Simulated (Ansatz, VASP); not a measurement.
**Ta: VASP beside Ansatz**

File INCAR:

```
SYSTEM = Ta
PREC = Accurate ; ENCUT = 520
EDIFF = 1E-7 ; ISMEAR = 0
SIGMA = 0.1 ; LREAL = .FALSE.
LASPH = .TRUE. ; NELM = 60
ALGO = Normal ; ISIF = 2
LWAVE = .FALSE. ; LCHARG = .FALSE.
GGA = PE ; NBANDS = 12
```

File KPOINTS:

```
Automatic mesh
0
G
  8 8 8
  0 0 0
```

POSCAR

```
Ta
1.0
   -1.6120325793      1.6120325793      1.6120325793
    1.6120325793     -1.6120325793      1.6120325793
    1.6120325793      1.6120325793     -1.6120325793
Ta
1
Direct
    0.0000000000      0.0000000000      0.0000000000
```

Input for Ansatz:

```yaml
crystal:
  lattice:
    - [-1.61203258, 1.61203258, 1.61203258]
    - [1.61203258, -1.61203258, 1.61203258]
    - [1.61203258, 1.61203258, -1.61203258]
  atoms:
    - { symbol: Ta, position: [0.0, 0.0, 0.0] }
basis:
  ecutwfc: 420
kpoints:
  mp_grid: { grid: [8, 8, 8] }
hamiltonian:
  xc: pbe
scf:
  occupations: { method: gaussian, width: 0.1 }
output:
  forces: true
  stress: true
  eigenvalues: true
```

Alike in both runs: task single point; functional PBE; k mesh 8 × 8 × 8; occupations gaussian, width 0.1 eV; no spin polarisation.

|  | VASP | Ansatz |
| --- | --- | --- |
| version | VASP 6.6.1 | Ansatz 0.2.0 |
| potentials or method | VASP PAW PBE potentials, release 64 (Ta_pv), cutoff 520 eV | scalar-relativistic, plane waves, PAW |
| valence electrons in the cell | 11 | 13 |

|  | VASP | Ansatz | Ansatz less VASP |
| --- | --- | --- | --- |
| gap on the k mesh at the Fermi level (eV) | none | none | - |
| pressure (GPa) | 18.8 | 18.5 | -0.27 |

A gap of «none» marks a metal or a gap that the smearing closes. The functional is the same, so the differences come from potentials, cutoffs and numerics. VASP's potentials hold 11 valence electrons a cell and Ansatz's 13, so a difference there can come from the potentials and not from the codes.

Spin-orbit coupling is off throughout.
